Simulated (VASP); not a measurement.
# SiO2 (P4_2/mnm) in VASP: single point with r2SCAN

Aim: the single point of SiO2 with r2SCAN.

Program: VASP 6.6.1. These are calculated values, not measurements. Logs are shortened: lines on timing, memory, paths and dates and some standing lists are left out, and cuts for length are marked.

## 1. The cell of the first run

The structure is tetragonal, space group P4_2/mnm (No. 136). The conventional cell has a = 4.194 Å, b = 4.194 Å, c = 2.678 Å, α = 90.00°, β = 90.00°, γ = 90.00°. Si (site symmetry mmm) has 6 O at 1.77 to 1.82 Å within 2.3 Å. Within 2.4 Å of O (site symmetry m2m) lie 3 Si at 1.77 to 1.82 Å and 1 O at 2.30 Å.

## 2. Single point, r2SCAN

File POSCAR:

```
SiO2
1.0
    4.1944456875      0.0000000000      0.0000000000
    0.0000000000      4.1944456875      0.0000000000
    0.0000000000      0.0000000000      2.6782679635
Si O
2 4
Direct
    0.0000000000      0.0000000000      0.0000000000
    0.5000000000      0.5000000000      0.5000000000
    0.3060464345      0.3060464345      0.0000000000
    0.1939535655      0.8060464345      0.5000000000
    0.6939535655      0.6939535655      0.0000000000
    0.8060464345      0.1939535655      0.5000000000
```

File INCAR.step1:

```
  ALGO = Normal
  EDIFF = 1E-4
  ENCUT = 520
  GGA = PE
  ISMEAR = 0
  LASPH = T
  LCHARG = F
  LREAL = F
  LWAVE = T
  NBANDS = 25
  NELM = 100
  PREC = Accurate
  SIGMA = 0.02
```

File INCAR.step2:

```
  ALGO = Normal
  EDIFF = 1E-7
  ENCUT = 520
  ISIF = 2
  ISMEAR = 0
  ISTART = 1
  LASPH = T
  LCHARG = F
  LMIXTAU = T
  LREAL = F
  LWAVE = F
  METAGGA = R2SCAN
  NBANDS = 25
  NELM = 100
  PREC = Accurate
  SIGMA = 0.02
```

File KPOINTS:

```
k-points
0
Gamma
  6 6 8
```

Potentials or basis: VASP PAW PBE potentials, release 64 (Si, O).

Command:

```
$ cat potpaw_PBE.64/Si/POTCAR potpaw_PBE.64/O/POTCAR > POTCAR
$ cp INCAR.step1 INCAR
$ mpirun -np 1 vasp_std > vasp.out
$ cp INCAR.step2 INCAR
$ mpirun -np 1 vasp_std > vasp.out
```

OUTCAR:

```text
EDIFF = 1E-7
   ENCUT = 520
   ISIF = 2
   ISMEAR = 0
   ISTART = 1
   LASPH = T
   LREAL = F
   METAGGA = R2SCAN
   NELM = 100
   PREC = Accurate

 ion  position               nearest neighbor table
   1  0.000  0.000  0.000-   4 1.77   6 1.77   4 1.77   6 1.77   5 1.82   3 1.82
   2  0.500  0.500  0.500-   3 1.77   5 1.77   3 1.77   5 1.77   4 1.82   6 1.82
   3  0.306  0.306  0.000-   2 1.77   2 1.77   1 1.82
   4  0.194  0.806  0.500-   1 1.77   1 1.77   2 1.82
   5  0.694  0.694  0.000-   2 1.77   2 1.77   1 1.82
   6  0.806  0.194  0.500-   1 1.77   1 1.77   2 1.82

  LATTYP: Found a simple tetragonal cell.
 ALAT       =     4.1944456875
 C/A-ratio  =     0.6385272723

  Lattice vectors:

 A1 = (   4.1944456875,   0.0000000000,   0.0000000000)
 A2 = (   0.0000000000,   4.1944456875,   0.0000000000)
 A3 = (   0.0000000000,   0.0000000000,   2.6782679635)

Analysis of symmetry for initial positions (statically):
=====================================================================
 Subroutine PRICEL returns:
 Original cell was already a primitive cell.

 Routine SETGRP: Setting up the symmetry group for a
 simple tetragonal supercell.

 Subroutine GETGRP returns: Found 16 space group operations
 (whereof  8 operations were pure point group operations)
 out of a pool of 16 trial point group operations.

The static configuration has the point symmetry D_2h.
 The point group associated with its full space group is D_4h.

Analysis of symmetry for dynamics (positions and initial velocities):
=====================================================================
 Subroutine PRICEL returns:
 Original cell was already a primitive cell.

 Routine SETGRP: Setting up the symmetry group for a
 simple tetragonal supercell.

 Subroutine GETGRP returns: Found 16 space group operations
 (whereof  8 operations were pure point group operations)
 out of a pool of 16 trial point group operations.

The dynamic configuration has the point symmetry D_2h.
 The point group associated with its full space group is D_4h.

 Subroutine INISYM returns: Found 16 space group operations
 (whereof  8 operations are pure point group operations),
 and found     1 'primitive' translations

----------------------------------------------------------------------------------------

                                     Primitive cell

  volume of cell :      47.1198

  direct lattice vectors                    reciprocal lattice vectors
     4.194445688  0.000000000  0.000000000     0.238410525  0.000000000  0.000000000
     0.000000000  4.194445688  0.000000000     0.000000000  0.238410525  0.000000000
     0.000000000  0.000000000  2.678267964     0.000000000  0.000000000  0.373375634

  length of vectors
     4.194445688  4.194445688  2.678267964     0.238410525  0.238410525  0.373375634

  position of ions in fractional coordinates (direct lattice)
     0.000000000  0.000000000  0.000000000
     0.500000000  0.500000000  0.500000000
     0.306046434  0.306046434  0.000000000
     0.193953566  0.806046434  0.500000000
     0.693953566  0.693953566  0.000000000
     0.806046434  0.193953566  0.500000000

  ion indices of the primitive-cell ions
   primitive index   ion index
                 1           1
                 2           2
                 3           3
                 4           4
                 5           5
                 6           6

----------------------------------------------------------------------------------------

 KPOINTS: k-points

Automatic generation of k-mesh.
 Grid dimensions read from file:
 generate k-points for:    6    6    8

 Generating k-lattice:

  Cartesian coordinates                     Fractional coordinates (reciprocal lattice)
     0.039735088  0.000000000  0.000000000     0.166666667  0.000000000  0.000000000
     0.000000000  0.039735088  0.000000000     0.000000000  0.166666667  0.000000000
     0.000000000  0.000000000  0.046671954     0.000000000  0.000000000  0.125000000

  Length of vectors
     0.039735088  0.039735088  0.046671954

  Shift w.r.t. Gamma in fractional coordinates (k-lattice)
     0.000000000  0.000000000  0.000000000

 Subroutine IBZKPT returns following result:
 ===========================================

 Found     50 irreducible k-points:

 Following reciprocal coordinates:
            Coordinates               Weight
  0.000000  0.000000  0.000000      1.000000
  0.166667  0.000000  0.000000      4.000000
  0.333333  0.000000  0.000000      4.000000
  0.500000  0.000000  0.000000      2.000000
  0.166667  0.166667  0.000000      4.000000
  0.333333  0.166667  0.000000      8.000000
[... 16 lines left out ...]
  0.333333  0.000000  0.250000      8.000000
  0.500000  0.000000  0.250000      4.000000
 [... further k-points ...]
   k-points           NKPTS =     50   k-points in BZ     NKDIM =     50   number of bands    NBANDS=     25
   number of dos      NEDOS =    301   number of ions     NIONS =      6
   total plane-waves  NPLWV =  20480
   dimension x,y,z NGX =    32 NGY =   32 NGZ =   20
   dimension x,y,z NGXF=    64 NGYF=   64 NGZF=   40
   ions per type =               2   4
   NGX,Y,Z   is equivalent  to a cutoff of  12.68, 12.68, 12.41 a.u.
   NGXF,Y,Z  is equivalent  to a cutoff of  25.37, 25.37, 24.83 a.u.
 SYSTEM =  unknown system
   PREC   = accura    normal or accurate (medium, high low for compatibility)
   ISTART =      1    job   : 0-new  1-cont  2-samecut
   ICHARG =      0    charge: 1-file 2-atom 10-const
   ISPIN  =      1    spin polarized calculation?
   LNONCOLLINEAR =      F non collinear calculations
   LSORBIT =      F    spin-orbit coupling
   LASPH  =      T    aspherical Exc in radial PAW
   ENCUT  =  520.0 eV  38.22 Ry    6.18 a.u.   7.80  7.80  4.98*2*pi/ulx,y,z
   NELM   =    100;   NELMIN=  2; NELMDL=  0     # of ELM steps
   EDIFF  = 0.1E-06   stopping-criterion for ELM
   LREAL  =      F    real-space projection
   EDIFFG = 0.1E-05   stopping-criterion for IOM
   NSW    =      0    number of steps for IOM
   IBRION =     -1    ionic relax: 0-MD 1-quasi-New 2-CG
   NFREE  =      0    steps in history (QN), initial steepest desc. (CG)
   ISIF   =      2    stress and relaxation
   ISYM   =      2    0-nonsym 1-usesym 2-fastsym
   POTIM  = 0.5000    time-step for ionic-motion
   TEBEG  =    0.0;   TEEND  =   0.0 temperature during run
   PSTRESS=    0.0 pullay stress
   NELECT =      32.0000    total number of electrons
   NUPDOWN=      -1.0000    fix difference up-down
   EMIN   =  10.00;   EMAX   =-10.00  energy-range for DOS
   EFERMI =   0.00;   METHOD = LEGACY
   ISMEAR =     0;   SIGMA  =   0.02  broadening in eV -4-tet -1-fermi 0-gaus
   EFERMI_NEDOS =   21; number of points for ismear=-14 and -15
   IALGO  =     38    algorithm
   IMIX   =      4    mixing-type and parameters
     AMIX     =   0.40;   BMIX     =  1.00
     AMIX_MAG =   1.60;   BMIX_MAG =  1.00
  volume/ion in A,a.u.               =       7.85        53.00
  Fermi-wavevector in a.u.,A,eV,Ry     =   1.438988  2.719293 28.173390  2.070686
  Thomas-Fermi vector in A             =   2.557893
   LORBIT       =      0    0 simple, 1 ext, 2 COOP (PROOUT), +10 PAW based schemes
   METAGGA = R2SCAN    functional components
   LHFCALC =     F    Hartree Fock is set to
   AEXX    =    0.0000 exact exchange contribution
   IVDW    =     0    specifies the selected vdW correction
   LEPSILON=     F    determine dielectric tensor
   LRPA    =     F    only Hartree local field effects (RPA)
 non-spin polarized calculation
 Gauss-broadening in eV      SIGMA  =   0.02
  energy-cutoff  :      520.00
  volume of cell :       47.12
 maximum number of plane-waves:      1286
 NGX is ok and might be reduce to    32
   NGX = 15   NGY = 15   NGZ =  9

 number of electron      31.9999977 magnetization

 Free energy of the ion-electron system (eV)
  ---------------------------------------------------
  ext. energy  EPLUGINS =         0.00000000
  ---------------------------------------------------
  free energy    TOTEN  =       -58.78434911 eV

  energy without entropy =      -58.78434911  energy(sigma->0) =      -58.78434911

 E-fermi :   7.8478     XC(G=0): -12.8245

 val. band max:        7.6820538963   @ k =   0.0000   0.0000   0.0000
 cond. band min:      14.0357824991   @ k =   0.0000   0.0000   0.0000
 fundamental gap:      6.3537286028
 Fermi energy:         7.8477588286

 k-point     1 :       0.0000    0.0000    0.0000
  band No.  band energies     occupation
      1     -15.7642      2.00000
      2     -12.2200      2.00000
      3     -12.2200      2.00000
      4     -11.9580      2.00000
      5      -3.3030      2.00000
      6       1.2262      2.00000
[... 17 lines left out ...]
     24      23.0934      0.00000
     25      24.6283      0.00000

 k-point     2 :       0.1667    0.0000    0.0000
  band No.  band energies     occupation
      1     -15.6191      2.00000
      2     -12.8397      2.00000
      3     -12.1487      2.00000
      4     -11.6413      2.00000
      5      -3.0942      2.00000
      6       0.4763      2.00000
[... 17 lines left out ...]
     24      22.4791      0.00000
     25      24.3974      0.00000

 k-point     3 :       0.3333    0.0000    0.0000
  band No.  band energies     occupation
      1     -15.1957      2.00000
      2     -13.7044      2.00000
      3     -11.9581      2.00000
      4     -11.5626      2.00000
      5      -2.5277      2.00000
      6      -0.6587      2.00000
[... 17 lines left out ...]
     24      22.6462      0.00000
     25      23.7375      0.00000

 k-point     4 :       0.5000    0.0000    0.0000
  band No.  band energies     occupation
      1     -14.5324      2.00000
      2     -14.5324      2.00000
      3     -11.7204      2.00000
      4     -11.7204      2.00000
      5      -1.6952      2.00000
      6      -1.6952      2.00000
[... 17 lines left out ...]
     24      22.3007      0.00000
     25      23.7743      0.00000

 k-point     5 :       0.1667    0.1667    0.0000
  band No.  band energies     occupation
      1     -15.4779      2.00000
      2     -13.0180      2.00000
      3     -12.3073      2.00000
      4     -11.5542      2.00000
      5      -2.8636      2.00000
      6       0.3704      2.00000
[... 17 lines left out ...]
     24      22.2941      0.00000
     25      24.2903      0.00000

 k-point     6 :       0.3333    0.1667    0.0000
  band No.  band energies     occupation
      1     -15.0677      2.00000
      2     -13.6724      2.00000
      3     -12.1949      2.00000
      4     -11.6359      2.00000
      5      -2.2542      2.00000
      6      -0.4422      2.00000
[... 17 lines left out ...]
     24      22.4481      0.00000
     25      23.8304      0.00000
[... 393 lines left out ...]
 k-point    21 :       0.0000    0.0000    0.2500
  band No.  band energies     occupation
      1     -14.9693      2.00000
      2     -12.0031      2.00000
      3     -11.8573      2.00000
      4     -11.8573      2.00000
      5      -3.0125      2.00000
      6       0.8627      2.00000
[... 17 lines left out ...]
     24      22.7859      0.00000
     25      22.9477      0.00000

 k-point    22 :       0.1667    0.0000    0.2500
  band No.  band energies     occupation
      1     -14.8383      2.00000
      2     -12.4818      2.00000
      3     -11.8144      2.00000
      4     -11.6136      2.00000
      5      -2.7427      2.00000
      6       0.3820      2.00000
[... 17 lines left out ...]
     24      22.4500      0.00000
     25      22.8913      0.00000

 k-point    23 :       0.3333    0.0000    0.2500
  band No.  band energies     occupation
      1     -14.4591      2.00000
      2     -13.1747      2.00000
      3     -11.7055      2.00000
      4     -11.5259      2.00000
      5      -2.0308      2.00000
      6      -0.1957      2.00000
[... 17 lines left out ...]
     24      21.6359      0.00000
     25      22.5692      0.00000

 k-point    24 :       0.5000    0.0000    0.2500
  band No.  band energies     occupation
      1     -13.8766      2.00000
      2     -13.8766      2.00000
      3     -11.5840      2.00000
      4     -11.5840      2.00000
      5      -1.0957      2.00000
      6      -1.0957      2.00000
[... 17 lines left out ...]
     24      21.6609      0.00000
     25      22.4542      0.00000

 [... further k-points ...]
[... 5 lines left out ...]
  --------------------------------------------------------------------------------------
  -------------------------------------------------------------------------------------
  Total       -0.6596417     -0.6596417     -0.7445113      0.0000000      0.0000000      0.0000000
  in kB      -22.4292879    -22.4292879    -25.3150447      0.0000000      0.0000000      0.0000000
  external PRESSURE =     -23.3912068 kB  Pullay stress =       0.0000000 kB

 VOLUME and BASIS-vectors are now :
 -----------------------------------------------------------------------------
  energy-cutoff  :      520.00
  volume of cell :       47.12
      direct lattice vectors                 reciprocal lattice vectors
     4.194445688  0.000000000  0.000000000     0.238410525  0.000000000  0.000000000
     0.000000000  4.194445688  0.000000000     0.000000000  0.238410525  0.000000000
     0.000000000  0.000000000  2.678267964     0.000000000  0.000000000  0.373375634

 POSITION                                       TOTAL-FORCE (eV/Angst)
 -----------------------------------------------------------------------------------
      0.00000      0.00000      0.00000         0.000000     -0.000000     -0.000000
      2.09722      2.09722      1.33913         0.000000     -0.000000     -0.000000
      1.28370      1.28370      0.00000         0.025016      0.025016     -0.000000
      0.81353      3.38092      1.33913        -0.025016      0.025016     -0.000000
      2.91075      2.91075      0.00000        -0.025016     -0.025016      0.000000
      3.38092      0.81353      1.33913         0.025016     -0.025016      0.000000
 -----------------------------------------------------------------------------------
    total drift:                                0.000000      0.000000      0.000000

  FREE ENERGIE OF THE ION-ELECTRON SYSTEM (eV)
  ---------------------------------------------------
  free  energy   TOTEN  =       -58.7843491122 eV

  energy  without entropy=      -58.7843491122  energy(sigma->0) =      -58.78434911
```

Wall time 2.4 min (1 thread of AMD EPYC 7R13 (Zen 3), shared host); peak memory 0.15 GiB.

What came out:

```
Free energy            : -58.7843 eV
Pressure               : -2.3 GPa
Largest force          : 0.035 eV/Å
Band gap on the k mesh : 6.35 eV
```

Forces in eV/Å, atoms in the order of the input:
```
Si   0.000  0.000  0.000
Si   0.000  0.000  0.000
O    0.025  0.025  0.000
O   -0.025  0.025  0.000
O   -0.025 -0.025  0.000
O    0.025 -0.025  0.000
```

Caveat: the PAW data sets were made with another functional, which shifts forces and pressure a little.
